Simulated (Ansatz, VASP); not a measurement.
**One calculation of BAs, two programs**

Contents of INCAR:

```
SYSTEM = BAs
PREC = Accurate
ENCUT = 520
EDIFF = 1E-8
ISMEAR = -1
SIGMA = 0.08
LREAL = .FALSE.
LASPH = .TRUE.
NELM = 60
ALGO = Normal
ISIF = 2
LWAVE = .FALSE.
LCHARG = .FALSE.
GGA = PE
LEFG = .TRUE.
NBANDS = 11
```

Contents of KPOINTS:

```
regular mesh
0
G
  15 15 15
  0 0 0
```

POSCAR

```
BAs
1.0
    0.0000000000      2.4205839852      2.4205839852
    2.4205839852      0.0000000000      2.4205839852
    2.4205839852      2.4205839852      0.0000000000
B As
1 1
Direct
    0.0000000000      0.0000000000      0.0000000000
    0.2500000000      0.2500000000      0.2500000000
```

Input for Ansatz:

```yaml
crystal:
  lattice:
    - [0.0, 2.4205839852, 2.4205839852]
    - [2.4205839852, 0.0, 2.4205839852]
    - [2.4205839852, 2.4205839852, 0.0]
  atoms:
    - { symbol: B, position: [0.0, 0.0, 0.0] }
    - { symbol: As, position: [0.25, 0.25, 0.25] }
kpoints:
  mp_grid: { grid: [15, 15, 15] }
scf:
  occupations: { method: fermi_dirac, width: 0.08 }
hamiltonian:
  xc: pbe
  pseudopotentials: { kind: paw }
output:
  forces: true
  stress: true
  eigenvalues: true
  efg: { contact_densities: true }
```

Change from the starting cell: volume scaled by 1.02, PAW files.

Alike in both runs: task electric field gradients; functional PBE; k mesh 15 × 15 × 15; occupations fermi-dirac, width 0.08 eV; no spin polarisation.

|  | VASP | Ansatz |
| --- | --- | --- |
| version | VASP 6.6.1 | Ansatz 0.2.0 |
| potentials or method | VASP PAW PBE potentials, release 64 (B, As) | PAW with Ansatz's default frozen-core files, scalar-relativistic |
| plane-wave cutoff (eV) | 520 | 420 |
| valence electrons in the cell | 8 | 18 |

VASP gave:

* pressure (GPa): -2.0

Problem. Estimate Ansatz's values.

Solution. Pressure (GPa): -2.5.

VASP's potentials hold 8 valence electrons a cell and Ansatz's 18, so a difference there can come from the potentials and not from the codes.
